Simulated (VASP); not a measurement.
Wanted: the native input for a VASP 6.6.1 run.

```yaml
Task: single point
Functional: r2SCAN
Potentials_or_basis: VASP PAW PBE potentials, release 64 (K_sv, Ta_sv_GW, O)
Cutoff: 770 eV
k_mesh: 8 × 8 × 8
Occupations: fermi-dirac, width 0.02 eV
Spin: no spin polarisation
Dipole_correction: no
Further_INCAR_settings: ALGO = Normal; EDIFF = 1e-06; NBANDS = 28
```

Crystal: KTaO3.

```
K Ta O
1.0
     4.04208    0.00000    0.00000
     0.00000    4.04208    0.00000
     0.00000    0.00000    4.04208
K Ta O
1 1 3
Cartesian
  2.0210 2.0210 2.0210
  0.0000 0.0000 0.0000
  2.0210 0.0000 0.0000
  0.0000 2.0210 0.0000
  0.0000 0.0000 2.0210
```

One way to write it, as run:

POSCAR

```
KTaO3
1.0
    4.0420777500      0.0000000000      0.0000000000
    0.0000000000      4.0420777500      0.0000000000
    0.0000000000      0.0000000000      4.0420777500
K Ta O
1 1 3
Direct
    0.5000000000      0.5000000000      0.5000000000
    0.0000000000      0.0000000000      0.0000000000
    0.5000000000      0.0000000000      0.0000000000
    0.0000000000      0.5000000000      0.0000000000
    0.0000000000      0.0000000000      0.5000000000
```

INCAR.step1

```
SYSTEM = KTaO3
ALGO = Normal
EDIFF = 1E-5
ENCUT = 770
GGA = PE
GGA_COMPAT = .False.
ISMEAR = -1
LASPH = .True.
LCHARG = .False.
LREAL = .False.
LWAVE = .True.
NBANDS = 28
NELM = 120
PREC = Accurate
SIGMA = 0.02
```

INCAR.step2

```
SYSTEM = KTaO3
ALGO = Normal
EDIFF = 1E-6
ENCUT = 770
GGA_COMPAT = .False.
ISIF = 2
ISMEAR = -1
ISTART = 1
LASPH = .True.
LCHARG = .False.
LMIXTAU = .True.
LREAL = .False.
LWAVE = .False.
METAGGA = R2SCAN
NBANDS = 28
NELM = 120
PREC = Accurate
SIGMA = 0.02
```

KPOINTS

```
k-points
0
Gamma
  8 8 8
  0 0 0
```

Potentials or basis: VASP PAW PBE potentials, release 64 (K_sv, Ta_sv_GW, O).

Launch:

```sh
$ cat potpaw_PBE.64/K_sv/POTCAR potpaw_PBE.64/Ta_sv_GW/POTCAR potpaw_PBE.64/O/POTCAR > POTCAR
$ cp INCAR.step1 INCAR
$ mpirun -np 1 vasp_std > vasp.out
$ cp INCAR.step2 INCAR
$ mpirun -np 1 vasp_std > vasp.out
```

Results of the run:

```
Pressure               : -7.4 GPa
Band gap on the k mesh : 2.51 eV (least direct gap 3.18 eV)
```

Caveat: the cell stands under tension; the PAW data sets were made with another functional, which shifts forces and pressure a little; spin-orbit coupling is left out, which moves the levels of the heavy elements.

Wall time 5.5 min on 1 thread of Intel(R) Xeon(R) Platinum 8375C CPU @ 2.90GHz (Ice Lake) (shared host), peak memory 0.35 GiB.
